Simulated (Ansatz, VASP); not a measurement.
## One calculation of HfB, two programs

Contents of INCAR:

```
PREC = Accurate ; ENCUT = 500
EDIFF = 1E-6 ; ISMEAR = -1
SIGMA = 0.05 ; LREAL = False
LASPH = True ; NELM = 120
ALGO = Normal ; ISIF = 2
LWAVE = False ; LCHARG = False
GGA = PE ; NBANDS = 14
GGA_COMPAT = False
```

File KPOINTS:

```
regular mesh
0
Gamma
  11 11 11
```

Contents of POSCAR:

```
HfB
1.0
    0.0000000000      2.3100000000      2.3100000000
    2.3100000000      0.0000000000      2.3100000000
    2.3100000000      2.3100000000      0.0000000000
Hf B
1 1
Direct
    0.4850000000      0.4850000000      0.5150000000
    0.0150000000      0.0150000000     -0.0150000000
```

Input for Ansatz:

```yaml
crystal:
  lattice:
    - [0.0, 2.31, 2.31]
    - [2.31, 0.0, 2.31]
    - [2.31, 2.31, 0.0]
  atoms:
    - { symbol: Hf, position: [0.485, 0.485, 0.515] }
    - { symbol: B, position: [0.015, 0.015, -0.015] }
kpoints:
  mp_grid: { grid: [11, 11, 11] }
scf:
  occupations: { method: fermi_dirac, width: 0.05 }
hamiltonian:
  xc: pbe
  pseudopotentials: { kind: paw }
output:
  forces: true
  stress: true
  eigenvalues: true
  populations: true
```

Change from the starting cell: shortest bond scaled by 0.94, PAW files.

Alike in both runs: task single point; functional PBE; k mesh 11 × 11 × 11; occupations fermi-dirac, width 0.05 eV; no spin polarisation.

|  | VASP | Ansatz |
| --- | --- | --- |
| version | VASP 6.6.1 | Ansatz 0.2.0 |
| potentials or method | VASP PAW PBE potentials, release 64 (Hf_pv, B) | PAW with Ansatz's default frozen-core files, scalar-relativistic |
| plane-wave cutoff (eV) | 500 | 420 |
| valence electrons in the cell | 13 | 29 |

Ansatz gave:

| Property | Result |
| --- | --- |
| pressure (GPa) | 31.1 |
| traceless stress, the component that is largest in VASP (GPa) | 4.37 |
| rms of the force components (eV/Å) | 0.966 |

Q: Which values does VASP return?

A: Pressure (GPa): 32.0; traceless stress, the component that is largest in VASP (GPa): 4.48; rms of the force components (eV/Å): 0.967.

Atom by atom the forces differ by 0.001 eV/Å (rms over components). Both programs put the cell under a high pressure, so it lies far from rest at this level. With one functional, cell and mesh, what is left measures potentials, basis and numerics. VASP's potentials hold 13 valence electrons a cell and Ansatz's 29, so a difference there can come from the potentials and not from the codes.

Spin-orbit coupling is off throughout.
